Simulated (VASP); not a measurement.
# Au (Fm-3m) in VASP: further runs

Runs on Au. Level: LDA. Tasks: single point, relaxation of cell and atoms.

Program: VASP 6.6.1. These are calculated values, not measurements. Logs are shortened: lines on timing, memory, paths and dates and some standing lists are left out, and cuts for length are marked.

## 1. The cell of the first run

The structure is cubic, space group Fm-3m (No. 225). Conventional cell: a = 4.048 Å, b = 4.048 Å, c = 4.048 Å, α = 90.00°, β = 90.00°, γ = 90.00°. Within 3.8 Å of Au (site symmetry m-3m) lie 12 Au at 2.86 Å.

## 2. Single point, LDA

INCAR

```
ALGO = Fast
EDIFF = 1E-6
ENCUT = 520
GGA = CA
ISIF = 2
ISMEAR = 0
LASPH = T
LCHARG = F
LREAL = F
LWAVE = F
NBANDS = 12
NELM = 100
PREC = Accurate
SIGMA = 0.1
```

KPOINTS

```
k-points
0
Gamma
  18 18 18
```

POSCAR

```
Au
1.0
    0.0000000000      2.0241346393      2.0241346393
    2.0241346393      0.0000000000      2.0241346393
    2.0241346393      2.0241346393      0.0000000000
Au
1
Direct
    0.0000000000      0.0000000000      0.0000000000
```

Potentials or basis: VASP PAW LDA potentials, release 64 (Au).

Started as:

```
$ cat potpaw_LDA.64/Au/POTCAR > POTCAR
$ mpirun -np 1 vasp_std > vasp.out
```

OUTCAR:

```text
EDIFF = 1E-6
   ENCUT = 520
   GGA = CA
   ISIF = 2
   ISMEAR = 0
   LASPH = T
   LREAL = F
   NELM = 100
   PREC = Accurate

 ion  position               nearest neighbor table
   1  0.000  0.000  0.000-

  LATTYP: Found a face centered cubic cell.
 ALAT       =     4.0482692786

  Lattice vectors:

 A1 = (   0.0000000000,   2.0241346393,   2.0241346393)
 A2 = (   2.0241346393,   0.0000000000,   2.0241346393)
 A3 = (   2.0241346393,   2.0241346393,   0.0000000000)

Analysis of symmetry for initial positions (statically):
=====================================================================
 Subroutine PRICEL returns:
 Original cell was already a primitive cell.

 Routine SETGRP: Setting up the symmetry group for a
 face centered cubic supercell.

 Subroutine GETGRP returns: Found 48 space group operations
 (whereof 48 operations were pure point group operations)
 out of a pool of 48 trial point group operations.

The static configuration has the point symmetry O_h .

Analysis of symmetry for dynamics (positions and initial velocities):
=====================================================================
 Subroutine PRICEL returns:
 Original cell was already a primitive cell.

 Routine SETGRP: Setting up the symmetry group for a
 face centered cubic supercell.

 Subroutine GETGRP returns: Found 48 space group operations
 (whereof 48 operations were pure point group operations)
 out of a pool of 48 trial point group operations.

The dynamic configuration has the point symmetry O_h .

 Subroutine INISYM returns: Found 48 space group operations
 (whereof 48 operations are pure point group operations),
 and found     1 'primitive' translations

----------------------------------------------------------------------------------------

                                     Primitive cell

  volume of cell :      16.5862

  direct lattice vectors                    reciprocal lattice vectors
     0.000000000  2.024134639  2.024134639    -0.247019141  0.247019141  0.247019141
     2.024134639  0.000000000  2.024134639     0.247019141 -0.247019141  0.247019141
     2.024134639  2.024134639  0.000000000     0.247019141  0.247019141 -0.247019141

  length of vectors
     2.862558659  2.862558659  2.862558659     0.427849703  0.427849703  0.427849703

  position of ions in fractional coordinates (direct lattice)
     0.000000000  0.000000000  0.000000000

  ion indices of the primitive-cell ions
   primitive index   ion index
                 1           1

----------------------------------------------------------------------------------------

 KPOINTS: k-points

Automatic generation of k-mesh.
 Grid dimensions read from file:
 generate k-points for:   18   18   18

 Generating k-lattice:

  Cartesian coordinates                     Fractional coordinates (reciprocal lattice)
    -0.013723286  0.013723286  0.013723286     0.055555556  0.000000000  0.000000000
     0.013723286 -0.013723286  0.013723286     0.000000000  0.055555556  0.000000000
     0.013723286  0.013723286 -0.013723286     0.000000000  0.000000000  0.055555556

  Length of vectors
     0.023769428  0.023769428  0.023769428

  Shift w.r.t. Gamma in fractional coordinates (k-lattice)
     0.000000000  0.000000000  0.000000000

 Subroutine IBZKPT returns following result:
 ===========================================

 Found    195 irreducible k-points:

 Following reciprocal coordinates:
            Coordinates               Weight
  0.000000  0.000000  0.000000      1.000000
  0.055556  0.000000  0.000000      8.000000
  0.111111  0.000000  0.000000      8.000000
  0.166667  0.000000  0.000000      8.000000
  0.222222  0.000000  0.000000      8.000000
  0.277778  0.000000  0.000000      8.000000
[... 16 lines left out ...]
 -0.277778  0.055556  0.000000     24.000000
 -0.222222  0.055556  0.000000     24.000000
 [... further k-points ...]
   k-points           NKPTS =    195   k-points in BZ     NKDIM =    195   number of bands    NBANDS=     12
   number of dos      NEDOS =    301   number of ions     NIONS =      1
   total plane-waves  NPLWV =  13824
   dimension x,y,z NGX =    24 NGY =   24 NGZ =   24
   dimension x,y,z NGXF=    48 NGYF=   48 NGZF=   48
   ions per type =               1
   NGX,Y,Z   is equivalent  to a cutoff of  13.94, 13.94, 13.94 a.u.
   NGXF,Y,Z  is equivalent  to a cutoff of  27.88, 27.88, 27.88 a.u.
 SYSTEM =  unknown system
   PREC   = accura    normal or accurate (medium, high low for compatibility)
   ISTART =      0    job   : 0-new  1-cont  2-samecut
   ICHARG =      2    charge: 1-file 2-atom 10-const
   ISPIN  =      1    spin polarized calculation?
   LNONCOLLINEAR =      F non collinear calculations
   LSORBIT =      F    spin-orbit coupling
   LASPH  =      T    aspherical Exc in radial PAW
   ENCUT  =  520.0 eV  38.22 Ry    6.18 a.u.   5.32  5.32  5.32*2*pi/ulx,y,z
   NELM   =    100;   NELMIN=  2; NELMDL= -5     # of ELM steps
   EDIFF  = 0.1E-05   stopping-criterion for ELM
   LREAL  =      F    real-space projection
   EDIFFG = 0.1E-04   stopping-criterion for IOM
   NSW    =      0    number of steps for IOM
   IBRION =     -1    ionic relax: 0-MD 1-quasi-New 2-CG
   NFREE  =      0    steps in history (QN), initial steepest desc. (CG)
   ISIF   =      2    stress and relaxation
   ISYM   =      2    0-nonsym 1-usesym 2-fastsym
   POTIM  = 0.5000    time-step for ionic-motion
   TEBEG  =    0.0;   TEEND  =   0.0 temperature during run
   PSTRESS=    0.0 pullay stress
   NELECT =      11.0000    total number of electrons
   NUPDOWN=      -1.0000    fix difference up-down
   EMIN   =  10.00;   EMAX   =-10.00  energy-range for DOS
   EFERMI =   0.00;   METHOD = LEGACY
   ISMEAR =     0;   SIGMA  =   0.10  broadening in eV -4-tet -1-fermi 0-gaus
   EFERMI_NEDOS =   21; number of points for ismear=-14 and -15
   IALGO  =     68    algorithm
   IMIX   =      4    mixing-type and parameters
     AMIX     =   0.40;   BMIX     =  1.00
     AMIX_MAG =   1.60;   BMIX_MAG =  1.00
  volume/ion in A,a.u.               =      16.59       111.93
  Fermi-wavevector in a.u.,A,eV,Ry     =   1.427654  2.697875 27.731343  2.038196
  Thomas-Fermi vector in A             =   2.547800
   LORBIT       =      0    0 simple, 1 ext, 2 COOP (PROOUT), +10 PAW based schemes
   GGA     = CA    functional components
   LHFCALC =     F    Hartree Fock is set to
   AEXX    =    0.0000 exact exchange contribution
   IVDW    =     0    specifies the selected vdW correction
   LEPSILON=     F    determine dielectric tensor
   LRPA    =     F    only Hartree local field effects (RPA)
 non-spin polarized calculation
 RMM-DIIS sequential band-by-band and
 Gauss-broadening in eV      SIGMA  =   0.10
  energy-cutoff  :      520.00
  volume of cell :       16.59
 maximum number of plane-waves:       459
 NGX is ok and might be reduce to    24
   NGX = 11   NGY = 11   NGZ = 11

 number of electron      10.9999999 magnetization

 Free energy of the ion-electron system (eV)
  ---------------------------------------------------
  ext. energy  EPLUGINS =         0.00000000
  ---------------------------------------------------
  free energy    TOTEN  =        -4.44605993 eV

  energy without entropy =       -4.44460083  energy(sigma->0) =       -4.44533038

 E-fermi :   9.7301     XC(G=0): -13.1402

 val. band max:        9.7202256106   @ k =   0.5000   0.1667   0.0556
 cond. band min:       9.7439825737   @ k =   0.5000   0.2778   0.1111
 fundamental gap:      0.0237569631
 Fermi energy:         9.7301263265

 k-point     1 :       0.0000    0.0000    0.0000
  band No.  band energies     occupation
      1      -0.4541      2.00000
      2       4.8921      2.00000
      3       4.8921      2.00000
      4       4.8921      2.00000
      5       6.5059      2.00000
      6       6.5059      2.00000
      7      24.1954      0.00000
      8      28.3065      0.00000
      9      28.3065      0.00000
     10      28.3065      0.00000
     11      33.4236      0.00000
     12      38.3103      0.00000

 k-point     2 :       0.0556    0.0000    0.0000
  band No.  band energies     occupation
      1      -0.3434      2.00000
      2       4.8541      2.00000
      3       4.9315      2.00000
      4       4.9315      2.00000
      5       6.4874      2.00000
      6       6.4874      2.00000
      7      24.3345      0.00000
      8      27.6087      0.00000
      9      28.4456      0.00000
     10      28.4456      0.00000
     11      34.0464      0.00000
     12      36.8693      0.00000

 k-point     3 :       0.1111    0.0000    0.0000
  band No.  band energies     occupation
      1      -0.0201      2.00000
      2       4.7575      2.00000
      3       5.0344      2.00000
      4       5.0344      2.00000
      5       6.4493      2.00000
      6       6.4493      2.00000
      7      24.6687      0.00000
      8      26.1418      0.00000
      9      28.8414      0.00000
     10      28.8414      0.00000
     11      33.8555      0.00000
     12      36.2177      0.00000
[... 286 lines left out ...]
 k-point    23 :      -0.2778    0.0556    0.0000
  band No.  band energies     occupation
      1       1.8861      2.00000
      2       4.9219      2.00000
      3       5.1596      2.00000
      4       5.1778      2.00000
      5       6.6957      2.00000
      6       7.2564      2.00000
      7      19.2941      0.00000
      8      24.9811      0.00000
      9      27.8873      0.00000
     10      30.5536      0.00000
     11      31.4858      0.00000
     12      33.0512      0.00000

 k-point    24 :      -0.2222    0.0556    0.0000
  band No.  band energies     occupation
      1       1.3838      2.00000
      2       4.6036      2.00000
      3       5.2140      2.00000
      4       5.2546      2.00000
      5       6.3984      2.00000
      6       6.9085      2.00000
      7      21.4861      0.00000
      8      25.3891      0.00000
      9      28.4966      0.00000
     10      30.6903      0.00000
     11      31.4114      0.00000
     12      32.8203      0.00000

 [... further k-points ...]
[... 5 lines left out ...]
  --------------------------------------------------------------------------------------
  -------------------------------------------------------------------------------------
  Total        0.0559530      0.0559530      0.0559530      0.0000000      0.0000000      0.0000000
  in kB        5.4048744      5.4048744      5.4048744      0.0000000      0.0000000      0.0000000
  external PRESSURE =       5.4048744 kB  Pullay stress =       0.0000000 kB

 VOLUME and BASIS-vectors are now :
 -----------------------------------------------------------------------------
  energy-cutoff  :      520.00
  volume of cell :       16.59
      direct lattice vectors                 reciprocal lattice vectors
     0.000000000  2.024134639  2.024134639    -0.247019141  0.247019141  0.247019141
     2.024134639  0.000000000  2.024134639     0.247019141 -0.247019141  0.247019141
     2.024134639  2.024134639  0.000000000     0.247019141  0.247019141 -0.247019141

 POSITION                                       TOTAL-FORCE (eV/Angst)
 -----------------------------------------------------------------------------------
      0.00000      0.00000      0.00000         0.000000     -0.000000     -0.000000
 -----------------------------------------------------------------------------------
    total drift:                                0.000000     -0.000000     -0.000000

  FREE ENERGIE OF THE ION-ELECTRON SYSTEM (eV)
  ---------------------------------------------------
  free  energy   TOTEN  =        -4.4460599283 eV

  energy  without entropy=       -4.4446008262  energy(sigma->0) =       -4.44533038
```

It took 79 s on 1 thread of AMD EPYC 7R13, shared host; peak memory 0.13 GiB.

What came out:

```
Free energy : -4.4461 eV
Pressure    : 0.5 GPa
```

Caveat: spin-orbit coupling is left out, which moves the levels of the heavy elements.

## 3. Relaxation of cell and atoms, LDA

This run uses another cell than the first one, of 17.45 Å³/atom, 1.052 times its volume.

INCAR

```
SYSTEM = Au
PREC     = Accurate       ! precision mode
ENCUT    = 600            ! plane-wave cutoff, eV
EDIFF    = 1E-6           ! SCF threshold, eV
ISMEAR   = 0              ! smearing method
SIGMA    = 0.1            ! smearing width, eV
LREAL    = .False.        ! projectors in reciprocal space
LASPH    = .True.         ! aspherical terms in the spheres
NELM     = 100            ! most SCF steps
ALGO     = Fast           ! electronic algorithm
ISIF     = 3              ! what is computed and relaxed
LWAVE    = .False.        ! write WAVECAR
LCHARG   = .False.        ! write CHGCAR
IBRION   = 2              ! ionic algorithm
NSW      = 100            ! ionic steps
EDIFFG   = -0.002         ! ionic threshold
```

KPOINTS

```
Automatic mesh
0
Gamma
  18 18 18
  0 0 0
```

POSCAR

```
Au
1.0
    0.0000000000      2.0585000000      2.0585000000
    2.0585000000      0.0000000000      2.0585000000
    2.0585000000      2.0585000000      0.0000000000
Au
1
Direct
    0.0000000000      0.0000000000      0.0000000000
```

Potentials or basis: VASP PAW LDA potentials, release 64 (Au).

Started as:

```
$ cat potpaw_LDA.64/Au/POTCAR > POTCAR
$ mpirun -np 1 vasp_std > vasp.out
```

Wall time 4.8 min (1 thread of AMD EPYC 7R13, shared host); peak memory 0.15 GiB.

It converged, with:

| Property | Result |
| --- | --- |
| Free energy | -4.4462 eV |
| Relaxed volume | 16.64 Å³/atom |
| Relaxed cell | a = 2.866 Å, b = 2.866 Å, c = 2.866 Å, α = 60.00°, β = 60.00°, γ = 60.00° |
| Space group after relaxing (to 0.05 Å) | Fm-3m (No. 225) |
| Energy gained by relaxing | 21.2 meV/atom |
| Ionic steps | 9 |
| Pressure after relaxing | 0.0 GPa |

The path:
| step | energy change (eV) | largest force (eV/Å) | pressure (GPa) | volume (Å³) |
| --- | --- | --- | --- | --- |
| 1 | 0.0000 | 0.0000 | -7.95 | 17.45 |
| 2 | 0.0510 | 0.0000 | 19.52 | 15.35 |
| 3 | -0.0212 | 0.0000 | -0.28 | 16.66 |
| 4 | -0.0212 | 0.0000 | -0.06 | 16.64 |
| 5 | -0.0212 | 0.0000 | 0.14 | 16.62 |
| 6 | -0.0212 | 0.0000 | -0.07 | 16.65 |
| 7 | -0.0212 | 0.0000 | -0.07 | 16.64 |
| 8 | -0.0212 | 0.0000 | 0.05 | 16.64 |
| 9 | -0.0212 | 0.0000 | 0.00 | 16.64 |

Final structure:
```xyz
1
Lattice="0.0000 2.0263 2.0263 2.0263 0.0000 2.0263 2.0263 2.0263 0.0000" Properties=species:S:1:pos:R:3 pbc="T T T"
Au    0.0000    0.0000    0.0000
```

Levels at points of the mesh, in eV from the Fermi level:
| k point | band 3 | band 4 | band 5 | band 6 | band 7 | band 8 | band 9 |
| --- | --- | --- | --- | --- | --- | --- | --- |
| (0.00, 0.00, 0.00) | -4.82 | -4.82 | -3.21 | -3.21 | 14.47 | 18.56 | 18.56 |
| (0.50, 0.00, 0.00) | -4.85 | -1.96 | -1.96 | -1.10 | 3.20 | 13.93 | 17.22 |
| (0.50, 0.50, 0.00) | -1.99 | -1.62 | -1.62 | 0.92 | 5.96 | 10.01 | 10.01 |

Caveat: spin-orbit coupling is left out, which moves the levels of the heavy elements. Zero-point motion and thermal expansion aren't in these numbers.
